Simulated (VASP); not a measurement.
# GaSb (I-4m2) in VASP: notebook

Runs on GaSb. Level: PBE. Tasks: single point.

All numbers are computed with VASP 6.6.1; they aren't measurements. Logs are shortened: lines on timing, memory, paths and dates and some standing lists are left out, and cuts for length are marked.

### Step 1. The cell of the first run

It takes space group I-4m2 (No. 119, tetragonal). The conventional cell has a = 4.448 Å, b = 4.448 Å, c = 5.787 Å, α = 90.00°, β = 90.00°, γ = 90.00°. Within 3.5 Å of Ga (site symmetry -4m2) lie 4 Sb at 2.65 Å. Sb (site symmetry -4m2) has 4 Ga at 2.65 Å within 3.5 Å.

### Step 2. Single point, PBE

INCAR

```
PREC = Accurate
ENCUT = 520
EDIFF = 1E-7
ISMEAR = 0
SIGMA = 0.15
LREAL = False
LASPH = True
NELM = 100
ALGO = Normal
ISIF = 2
LWAVE = False
LCHARG = False
GGA = PE
NBANDS = 16
```

KPOINTS

```
Automatic mesh
0
Gamma
  16 16 16
```

POSCAR

```
GaSb
1.0
    0.0000000000      3.1452140077      2.8935968871
    3.1452140077      0.0000000000      2.8935968871
    3.1452140077      3.1452140077      0.0000000000
Ga Sb
1 1
Direct
    0.0000000000      0.0000000000      0.0000000000
    0.7500000000      0.7500000000      0.7500000000
```

Potentials or basis: VASP PAW PBE potentials, release 64 (Ga_d, Sb).

Started as:

```bash
$ cat potpaw_PBE.64/Ga_d/POTCAR potpaw_PBE.64/Sb/POTCAR > POTCAR
$ mpirun -np 1 vasp_std > vasp.out
```

OUTCAR:

```text
PREC = Accurate
   ENCUT = 520
   EDIFF = 1E-7
   ISMEAR = 0
   LREAL = False
   LASPH = True
   NELM = 100
   ISIF = 2
   GGA = PE

 ion  position               nearest neighbor table
   1  0.000  0.000  0.000-   2 2.65   2 2.65   2 2.65   2 2.65
   2  0.750  0.750  0.750-   1 2.65   1 2.65   1 2.65   1 2.65

  LATTYP: Found a body centered tetragonal cell.
 ALAT       =     4.4480043063
 C/A-ratio  =     1.3010764774

  Lattice vectors:

 A1 = (   0.0000000000,  -3.1452140077,  -2.8935968871)
 A2 = (   0.0000000000,   3.1452140077,  -2.8935968871)
 A3 = (   3.1452140077,   0.0000000000,   2.8935968871)

Analysis of symmetry for initial positions (statically):
=====================================================================
 Subroutine PRICEL returns:
 Original cell was already a primitive cell.

 Routine SETGRP: Setting up the symmetry group for a
 body centered tetragonal supercell.

 Subroutine GETGRP returns: Found  8 space group operations
 (whereof  8 operations were pure point group operations)
 out of a pool of 16 trial point group operations.

The static configuration has the point symmetry D_2d.

Analysis of symmetry for dynamics (positions and initial velocities):
=====================================================================
 Subroutine PRICEL returns:
 Original cell was already a primitive cell.

 Routine SETGRP: Setting up the symmetry group for a
 body centered tetragonal supercell.

 Subroutine GETGRP returns: Found  8 space group operations
 (whereof  8 operations were pure point group operations)
 out of a pool of 16 trial point group operations.

The dynamic configuration has the point symmetry D_2d.

 Subroutine INISYM returns: Found  8 space group operations
 (whereof  8 operations are pure point group operations),
 and found     1 'primitive' translations

----------------------------------------------------------------------------------------

                                     Primitive cell

  volume of cell :      57.2491

  direct lattice vectors                    reciprocal lattice vectors
     0.000000000  3.145214008  2.893596887    -0.158971694  0.158971694  0.172795320
     3.145214008  0.000000000  2.893596887     0.158971694 -0.158971694  0.172795320
     3.145214008  3.145214008  0.000000000     0.158971694  0.158971694 -0.172795320

  length of vectors
     4.273789197  4.273789197  4.448004306     0.283552855  0.283552855  0.283552855

  position of ions in fractional coordinates (direct lattice)
[... 78 lines left out ...]
   NELM   =    100;   NELMIN=  2; NELMDL= -5     # of ELM steps
   EDIFF  = 0.1E-06   stopping-criterion for ELM
   LREAL  =      F    real-space projection
   EDIFFG = 0.1E-05   stopping-criterion for IOM
   NSW    =      0    number of steps for IOM
   IBRION =     -1    ionic relax: 0-MD 1-quasi-New 2-CG
   NFREE  =      0    steps in history (QN), initial steepest desc. (CG)
   ISIF   =      2    stress and relaxation
   ISYM   =      2    0-nonsym 1-usesym 2-fastsym
   POTIM  = 0.5000    time-step for ionic-motion
   TEBEG  =    0.0;   TEEND  =   0.0 temperature during run
   PSTRESS=    0.0 pullay stress
   NELECT =      18.0000    total number of electrons
   NUPDOWN=      -1.0000    fix difference up-down
   EMIN   =  10.00;   EMAX   =-10.00  energy-range for DOS
   EFERMI =   0.00;   METHOD = LEGACY
   ISMEAR =     0;   SIGMA  =   0.15  broadening in eV -4-tet -1-fermi 0-gaus
   EFERMI_NEDOS =   21; number of points for ismear=-14 and -15
   IALGO  =     38    algorithm
   IMIX   =      4    mixing-type and parameters
     AMIX     =   0.40;   BMIX     =  1.00
     AMIX_MAG =   1.60;   BMIX_MAG =  1.00
  volume/ion in A,a.u.               =      28.62       193.17
  Fermi-wavevector in a.u.,A,eV,Ry     =   1.113208  2.103657 16.860766  1.239231
  Thomas-Fermi vector in A             =   2.249790
   LORBIT       =      0    0 simple, 1 ext, 2 COOP (PROOUT), +10 PAW based schemes
   GGA     = PE    functional components
   LHFCALC =     F    Hartree Fock is set to
   AEXX    =    0.0000 exact exchange contribution
   IVDW    =     0    specifies the selected vdW correction
   LEPSILON=     F    determine dielectric tensor
   LRPA    =     F    only Hartree local field effects (RPA)
 non-spin polarized calculation
 Gauss-broadening in eV      SIGMA  =   0.15
  energy-cutoff  :      520.00
  volume of cell :       57.25
 maximum number of plane-waves:      1571
   NGX = 15   NGY = 15   NGZ = 17

 number of electron      17.9999996 magnetization

 Free energy of the ion-electron system (eV)
  ---------------------------------------------------
  ext. energy  EPLUGINS =         0.00000000
  ---------------------------------------------------
  free energy    TOTEN  =        -7.32214390 eV

  energy without entropy =       -7.32183850  energy(sigma->0) =       -7.32199120

 E-fermi :   5.0732     XC(G=0):  -9.0980

 val. band max:        4.9445624807   @ k =   0.0625   0.0000   0.0000
 cond. band min:       5.1491276894   @ k =   0.0000   0.0000   0.0000
 fundamental gap:      0.2045652087
 Fermi energy:         5.0731956010

 k-point     1 :       0.0000    0.0000    0.0000
  band No.  band energies     occupation
      1     -10.1679      2.00000
      2     -10.1679      2.00000
      3     -10.1566      2.00000
      4     -10.1217      2.00000
      5     -10.1100      2.00000
      6      -6.5949      2.00000
[... 433 lines left out ...]
      3     -10.1553      2.00000
      4     -10.1216      2.00000
      5     -10.1102      2.00000
      6      -6.4925      2.00000
[... 8 lines left out ...]
     15      12.0986      0.00000
     16      12.7300      0.00000

 [... further k-points ...]

------------------------ aborting loop because EDIFF is reached ----------------------------------------

  FORCE on cell =-STRESS in cart. coord.  units (eV):
  Direction    XX          YY          ZZ          XY          YZ          ZX
  --------------------------------------------------------------------------------------
  -------------------------------------------------------------------------------------
  Total        0.4847605      0.4847605      1.5396113      0.0000000      0.0000000      0.0000000
  in kB       13.5665494     13.5665494     43.0876938      0.0000000      0.0000000      0.0000000
  external PRESSURE =      23.4069309 kB  Pullay stress =       0.0000000 kB

 VOLUME and BASIS-vectors are now :
 -----------------------------------------------------------------------------
  energy-cutoff  :      520.00
  volume of cell :       57.25
      direct lattice vectors                 reciprocal lattice vectors
     0.000000000  3.145214008  2.893596887    -0.158971694  0.158971694  0.172795320
     3.145214008  0.000000000  2.893596887     0.158971694 -0.158971694  0.172795320
     3.145214008  3.145214008  0.000000000     0.158971694  0.158971694 -0.172795320

 POSITION                                       TOTAL-FORCE (eV/Angst)
 -----------------------------------------------------------------------------------
      0.00000      0.00000      0.00000         0.000000      0.000000      0.000000
      4.71782      4.71782      4.34040        -0.000000     -0.000000     -0.000000
 -----------------------------------------------------------------------------------
    total drift:                               -0.000000     -0.000000      0.000003

  FREE ENERGIE OF THE ION-ELECTRON SYSTEM (eV)
  ---------------------------------------------------
  free  energy   TOTEN  =        -7.3221439023 eV

  energy  without entropy=       -7.3218384993  energy(sigma->0) =       -7.32199120
```

stdout:

```text
POSCAR found type information on POSCAR GaSb
 POSCAR found :  2 types and       2 ions
 scaLAPACK will be used
 LDA part: xc-table for (Slater+PW92), standard interpolation
 POSCAR, INCAR and KPOINTS ok, starting setup
 FFT: planning ... GRIDC
 FFT: planning ... GRID_SOFT
 FFT: planning ... GRID
 WAVECAR not read
 entering main loop
```

Run time: 6.6 min. Hardware: 1 thread of AMD EPYC 7R13, shared host; peak memory 0.42 GiB.

Results:

```
Free energy            : -7.3221 eV
Pressure               : 2.3 GPa
Band gap on the k mesh : 0.20 eV, indirect (least direct gap 0.29 eV)
```

Caveat: spin-orbit coupling is left out, which moves the levels of the heavy elements. A k mesh can miss the band edges.

### Step 3. Single point, PBE

This run uses another cell than the first one, of the same volume but with other edges.

INCAR

```
SYSTEM = GaSb
ALGO     = Normal         ! electronic algorithm
EDIFF    = 1E-6           ! SCF threshold, eV
ENCUT    = 520            ! plane-wave cutoff, eV
GGA      = PE             ! functional
ISIF     = 2              ! what is computed and relaxed
ISMEAR   = 0              ! smearing method
LASPH    = .True.         ! aspherical terms in the spheres
LCHARG   = .True.         ! write CHGCAR
LELF     = .True.         ! ELF
LREAL    = .False.        ! projectors in reciprocal space
LVHAR    = .True.       
LWAVE    = .False.        ! write WAVECAR
NBANDS   = 16             ! bands
NELM     = 80             ! most SCF steps
PREC     = Accurate       ! precision mode
SIGMA    = 0.15           ! smearing width, eV
```

KPOINTS

```
k-points
0
Gamma
  16 16 16
  0 0 0
```

POSCAR

```
GaSb
1.0
    0.0000000000      3.4337842613      2.4276854728
    3.4337842613      0.0000000000      2.4276854728
    3.4337842613      3.4337842613      0.0000000000
Ga Sb
1 1
Direct
    0.0000000000      0.0000000000      0.0000000000
    0.7500000000      0.7500000000      0.7500000000
```

Potentials or basis: VASP PAW PBE potentials, release 64 (Ga_d, Sb).

Started as:

```bash
$ cat potpaw_PBE.64/Ga_d/POTCAR potpaw_PBE.64/Sb/POTCAR > POTCAR
$ mpirun -np 1 vasp_std > vasp.out
```

Wall time 1.8 min (1 thread of Intel Xeon 6975P-C (Granite Rapids), shared host); peak memory 0.45 GiB.

The run converged. Its results:

- Free energy: -7.0368 eV
- Pressure: 0.4 GPa
- Band gap on the k mesh: zero (band 9 reaches 5.36 eV, above the bottom of band 10 at 4.05 eV)

Stress tensor (GPa, compression positive):
```
-1.19  0.00  0.00
 0.00 -1.19  0.00
 0.00  0.00  3.55
```

Levels at points of the mesh, in eV from the Fermi level:
| k point | band 7 | band 8 | band 9 | band 10 | band 11 | band 12 |
| --- | --- | --- | --- | --- | --- | --- |
| (0.00, 0.00, 0.00) | -0.50 | -0.41 | -0.41 | 0.90 | 2.92 | 3.86 |
| (0.50, 0.00, 0.00) | -6.10 | -1.89 | -0.65 | -0.08 | 3.02 | 4.84 |
| (0.50, 0.50, 0.00) | -5.56 | -3.49 | -3.49 | -0.28 | 0.62 | 8.81 |
| (0.50, 0.00, 0.50) | -7.02 | -1.45 | -1.23 | 2.10 | 2.25 | 6.15 |

Caveat: spin-orbit coupling is left out, which moves the levels of the heavy elements.

### Step 4. Single point, PBE

This run uses another cell than the first one, of the same volume but with other edges.

INCAR

```
SYSTEM = GaSb
ALGO = Normal
EDIFF = 1E-7
ENCUT = 520
GGA = PE
ISIF = 2
ISMEAR = 0
LASPH = .True.
LCHARG = .False.
LREAL = .False.
LWAVE = .False.
NBANDS = 16
NELM = 100
PREC = Accurate
SIGMA = 0.15
```

KPOINTS is that of step 3.

POSCAR

```
GaSb
1.0
    0.0000000000      2.7253963743      3.8537104733
    2.7253963743      0.0000000000      3.8537104733
    2.7253963743      2.7253963743      0.0000000000
Ga Sb
1 1
Direct
    0.0000000000      0.0000000000      0.0000000000
    0.7500000000      0.7500000000      0.7500000000
```

Potentials or basis: VASP PAW PBE potentials, release 64 (Ga_d, Sb).

Started as:

```bash
$ cat potpaw_PBE.64/Ga_d/POTCAR potpaw_PBE.64/Sb/POTCAR > POTCAR
$ mpirun -np 1 vasp_std > vasp.out
```

OUTCAR:

```text
SYSTEM = GaSb
   EDIFF = 1E-7
   ENCUT = 520
   GGA = PE
   ISIF = 2
   ISMEAR = 0
   LASPH = .True.
   LREAL = .False.
   NELM = 100
   PREC = Accurate

 ion  position               nearest neighbor table
   1  0.000  0.000  0.000-   2 2.73   2 2.73   2 2.73   2 2.73
   2  0.750  0.750  0.750-   1 2.73   1 2.73   1 2.73   1 2.73

  LATTYP: Found a body centered tetragonal cell.
 ALAT       =     3.8542925154
 C/A-ratio  =     1.9996979772

  Lattice vectors:

[... 644 lines left out ...]

  FORCE on cell =-STRESS in cart. coord.  units (eV):
  Direction    XX          YY          ZZ          XY          YZ          ZX
  --------------------------------------------------------------------------------------
  -------------------------------------------------------------------------------------
  Total        2.0620085      2.0620085     -1.8462639      0.0000000      0.0000000     -0.0000000
  in kB       57.7075473     57.7075473    -51.6696987      0.0000000      0.0000000     -0.0000000
  external PRESSURE =      21.2484653 kB  Pullay stress =       0.0000000 kB

 VOLUME and BASIS-vectors are now :
 -----------------------------------------------------------------------------
  energy-cutoff  :      520.00
  volume of cell :       57.25
      direct lattice vectors                 reciprocal lattice vectors
     0.000000000  2.725396374  3.853710473    -0.183459553  0.183459553  0.129745087
     2.725396374  0.000000000  3.853710473     0.183459553 -0.183459553  0.129745087
     2.725396374  2.725396374  0.000000000     0.183459553  0.183459553 -0.129745087

 POSITION                                       TOTAL-FORCE (eV/Angst)
 -----------------------------------------------------------------------------------
      0.00000      0.00000      0.00000         0.000000      0.000000      0.000000
      4.08809      4.08809      5.78057        -0.000000     -0.000000     -0.000000
 -----------------------------------------------------------------------------------
    total drift:                                0.000000      0.000000     -0.000004

  FREE ENERGIE OF THE ION-ELECTRON SYSTEM (eV)
  ---------------------------------------------------
  free  energy   TOTEN  =        -6.6918924723 eV

  energy  without entropy=       -6.6783523115  energy(sigma->0) =       -6.68512239
```

OSZICAR:

```text
N       E                     dE             d eps       ncg     rms          rms(c)
DAV:   1     0.823014084660E+02    0.82301E+02   -0.85318E+03 11328   0.138E+03
DAV:   2    -0.343551673144E+00   -0.82645E+02   -0.79782E+02 13184   0.301E+02
DAV:   3    -0.662681371769E+01   -0.62833E+01   -0.62537E+01 13640   0.646E+01
DAV:   4    -0.673538508306E+01   -0.10857E+00   -0.10856E+00 13616   0.961E+00
DAV:   5    -0.673787749484E+01   -0.24924E-02   -0.24924E-02 14424   0.128E+00    0.269E+00
DAV:   6    -0.670229161894E+01    0.35586E-01   -0.54117E-02 15440   0.346E+00    0.156E+00
DAV:   7    -0.669170126944E+01    0.10590E-01   -0.24096E-02 14256   0.135E+00    0.328E-01
DAV:   8    -0.669174456672E+01   -0.43297E-04   -0.33041E-03 14056   0.603E-01    0.627E-02
DAV:   9    -0.669187369760E+01   -0.12913E-03   -0.29699E-04 13456   0.145E-01    0.238E-02
DAV:  10    -0.669188568520E+01   -0.11988E-04   -0.19773E-05 14264   0.330E-02    0.780E-03
DAV:  11    -0.669189237436E+01   -0.66892E-05   -0.93952E-06 12880   0.233E-02    0.420E-03
DAV:  12    -0.669189247230E+01   -0.97940E-07   -0.57519E-07 14840   0.924E-03
   1 F= -.66918925E+01 E0= -.66851224E+01  d E =-.135402E-01
```

Wall time 1.8 min (1 thread of Intel Xeon 6975P-C (Granite Rapids), shared host); peak memory 0.45 GiB.

Results:

```
Free energy            : -6.6919 eV
Pressure               : 2.1 GPa
Band gap on the k mesh : zero (band 9 reaches 5.81 eV, above the bottom of band 10 at 4.96 eV)
```

Levels at points of the mesh, in eV from the Fermi level:
```
           k point  band 5  band 6  band 7  band 8  band 9  band 10  band 11  band 12  band 13  band 14
(0.00, 0.00, 0.00)  -15.23  -11.61   -2.19   -1.56    0.64     0.64     2.83     2.83     3.70     5.68
(0.50, 0.00, 0.00)  -15.21   -9.94   -6.49   -2.72   -1.11     0.34     4.32     4.59     6.43     7.34
(0.50, 0.50, 0.00)  -15.22  -10.10   -7.86   -1.10   -1.10     2.53     2.74     7.61     7.61     7.71
(0.50, 0.00, 0.50)  -15.21   -8.71   -6.28   -3.32   -2.93    -0.16     0.41     5.60     5.67     6.76
```

Caveat: spin-orbit coupling is left out, which moves the levels of the heavy elements.

(Part 1 of 3 ends here.)
